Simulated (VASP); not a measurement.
Runs of VASP 6.6.1 on C. The structure is that of space group P6_3/mmc (No. 194), or close to it. The cells are those of the table. 

| task | cell | k mesh | cutoff (eV) | gap on the mesh (eV) | pressure (GPa) | relaxed volume (Å³/atom) |
| --- | --- | --- | --- | --- | --- | --- |
| relaxation of cell and atoms | relaxed from a = 2.114, b = 2.114, c = 3.594 Å, angles 90.0, 90.0, 120.0°, 2 atoms | 9 × 9 × 6 | 600 | none | -0.4 | (b) |
| single point | a = 2.108, b = 2.108, c = 3.702 Å, angles 90.0, 90.0, 120.0°, 2 atoms | 9 × 9 × 6 | 520 | none | 0.3 | - |
| single point | a = 1.710, b = 1.710, c = 6.617 Å, angles 90.0, 90.0, 120.0°, 2 atoms | 36 × 36 × 10 | 520 | none | (a) | - |
| single point | a = 2.568, b = 2.568, c = 4.168 Å, angles 90.0, 90.0, 120.0°, 2 atoms | 9 × 9 × 4 | 520 | none | -30.8 | - |
| single point | a = 1.709, b = 1.709, c = 6.523 Å, angles 90.0, 90.0, 120.0°, 2 atoms | 30 × 30 × 16 | 520 | none | 0.1 | - |
| single point | a = 2.114, b = 2.114, c = 3.594 Å, angles 90.0, 90.0, 120.0°, 2 atoms | 9 × 9 × 4 | 520 | none | 0.1 | - |
| relaxation of cell and atoms | relaxed from a = 2.568, b = 2.568, c = 4.168 Å, angles 90.0, 90.0, 120.0°, 2 atoms | 9 × 9 × 4 | 600 | none | -0.1 | 8.01 |

Alike in all rows: level r2SCAN; potentials or basis VASP PAW PBE potentials, release 64 (C); no spin polarisation; smearing gaussian 0.1 eV.

Problem. Fill in the values left out.

Solution. (a) 0.2; (b) 7.14.

Caveats: some runs use coarse meshes; the PAW data sets were made with another functional, which shifts forces and pressure a little; the volume moved by over 15 % at a fixed basis, so the end points are rough (some runs).

A gap of «none» marks levels without a gap at the run's occupations.
